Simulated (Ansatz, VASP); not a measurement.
# One calculation of MgO, two programs

POSCAR

```
MgO
1.0
   -0.0215822521      2.0805851647      2.0805851647
    2.0805851647     -0.0215822521      2.0805851647
    2.0805851647      2.0805851647     -0.0215822521
Mg O
1 1
Direct
    0.0000000000      0.0000000000      0.0000000000
    0.5000000000      0.5000000000      0.5000000000
```

Contents of INCAR.step1:

```
SYSTEM = MgO
PREC     = Accurate       ! precision mode
ENCUT    = 520            ! plane-wave cutoff, eV
ISMEAR   = 0              ! smearing method
SIGMA    = 0.01           ! smearing width, eV
LREAL    = .False.        ! projectors in reciprocal space
LASPH    = .True.         ! aspherical terms in the spheres
NELM     = 60             ! most SCF steps
NBANDS   = 11             ! bands
GGA      = PE             ! functional
ALGO     = Normal         ! electronic algorithm
EDIFF    = 1E-4           ! SCF threshold, eV
LWAVE    = .True.         ! write WAVECAR
LCHARG   = .False.        ! write CHGCAR
```

File INCAR.step2:

```
SYSTEM = MgO
PREC     = Accurate       ! precision mode
ENCUT    = 520            ! plane-wave cutoff, eV
EDIFF    = 1E-7           ! SCF threshold, eV
ISMEAR   = 0              ! smearing method
SIGMA    = 0.01           ! smearing width, eV
LREAL    = .False.        ! projectors in reciprocal space
LASPH    = .True.         ! aspherical terms in the spheres
NELM     = 60             ! most SCF steps
ALGO     = Normal         ! electronic algorithm
ISIF     = 2              ! what is computed and relaxed
LWAVE    = .False.        ! write WAVECAR
LCHARG   = .False.        ! write CHGCAR
METAGGA  = R2SCAN         ! meta-GGA
LMIXTAU  = .True.       
NBANDS   = 11             ! bands
ISTART   = 1
```

KPOINTS

```
Automatic mesh
0
Gamma
  10 10 10
  0 0 0
```

Input for Ansatz:

```yaml
crystal:
  lattice:
    - [-0.0215822521, 2.0805851647, 2.0805851647]
    - [2.0805851647, -0.0215822521, 2.0805851647]
    - [2.0805851647, 2.0805851647, -0.0215822521]
  atoms:
    - { symbol: Mg, position: [0.0, 0.0, 0.0] }
    - { symbol: O, position: [0.5, 0.5, 0.5] }
kpoints:
  mp_grid: { grid: [10, 10, 10] }
  band_path:
    path:
      - [0.0, 0.0, 0.0]
      - [0.5, 0.0, 0.5]
      - [0.625, 0.25, 0.625]
      - [0.375, 0.375, 0.75]
      - [0.5, 0.5, 0.5]
      - [0.5, 0.25, 0.75]
    npoints: 1
hamiltonian:
  xc: r2scan
scf:
  occupations: { method: fixed }
  n_extra_bands: 4
output:
  forces: true
  stress: true
  eigenvalues: true
```

Change from the starting cell: shear_111 strain -1.5%.

Alike in both runs: task single point; functional r2SCAN; k mesh 10 × 10 × 10; no spin polarisation.

|  | VASP | Ansatz |
| --- | --- | --- |
| version | VASP 6.6.1 | Ansatz 0.2.0 |
| potentials or method | VASP PAW PBE potentials, release 64 (Mg, O) | plane waves, PAW |
| plane-wave cutoff (eV) | 520 | 500 |
| occupations | gaussian, width 0.01 eV | fixed |
| valence electrons in the cell | 8 | 16 |

|  | VASP | Ansatz | Ansatz less VASP |
| --- | --- | --- | --- |
| gap on the k mesh at the Fermi level (eV) | 5.74 | 5.76 | +0.025 |
| pressure (GPa) | 1.5 | 2.7 | +1.16 |
| traceless stress, the component that is largest in VASP (GPa) | 1.62 | 1.61 | -0.010 |

VASP's potentials were made for PBE, not for r2SCAN. VASP's potentials hold 8 valence electrons a cell and Ansatz's 16, so a difference there can come from the potentials and not from the codes.
